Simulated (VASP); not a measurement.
Write the native input for VASP 6.6.1 that does the following.

- Task: single point
- Functional: PBE
- Potentials or basis: VASP PAW PBE potentials, release 64 (Se, Ga_d, Cu)
- Cutoff: 520 eV
- k mesh: 7 × 7 × 5
- Occupations: fermi-dirac, width 0.05 eV
- Spin: no spin polarisation
- Dipole correction: no
- Further INCAR settings: ALGO = Normal; EDIFF = 1e-07; NBANDS = 26

The structure of GaCuSe2 lies in POSCAR:

```
GaCuSe2
1.0
    3.7744160000      0.0000000000      0.0000000000
    0.0000000000      3.7744160000      0.0000000000
    0.0000000000      0.0000000000      5.2658910000
Se Ga Cu
2 1 1
Direct
    0.5000000000      0.5000000000      0.0000000000
    0.0000000000      0.0000000000      0.5000000000
    0.5000000000      0.5000000000      0.5000000000
    0.0000000000      0.0000000000      0.0000000000
```

These files were run (other wordings do the same):

INCAR

```
  ALGO = Normal
  EDIFF = 1E-7
  ENCUT = 520
  GGA = PE
  ISIF = 2
  ISMEAR = -1
  LASPH = T
  LCHARG = F
  LREAL = F
  LWAVE = F
  NBANDS = 26
  NELM = 100
  PREC = Accurate
  SIGMA = 0.05
```

KPOINTS

```
k-points
0
Gamma
  7 7 5
```

Potentials or basis: VASP PAW PBE potentials, release 64 (Se, Ga_d, Cu).

Command:

```sh
$ cat potpaw_PBE.64/Se/POTCAR potpaw_PBE.64/Ga_d/POTCAR potpaw_PBE.64/Cu/POTCAR > POTCAR
$ mpirun -np 1 vasp_std > vasp.out
```

It gave:

```
Pressure               : 0.3 GPa
Band gap on the k mesh : zero (band 18 reaches 5.76 eV, above the bottom of band 19 at 3.63 eV)
```

It took 120 s on 1 thread of AMD EPYC 7R13 Processor (Zen 3), with other jobs on the host, peak memory 0.18 GiB.
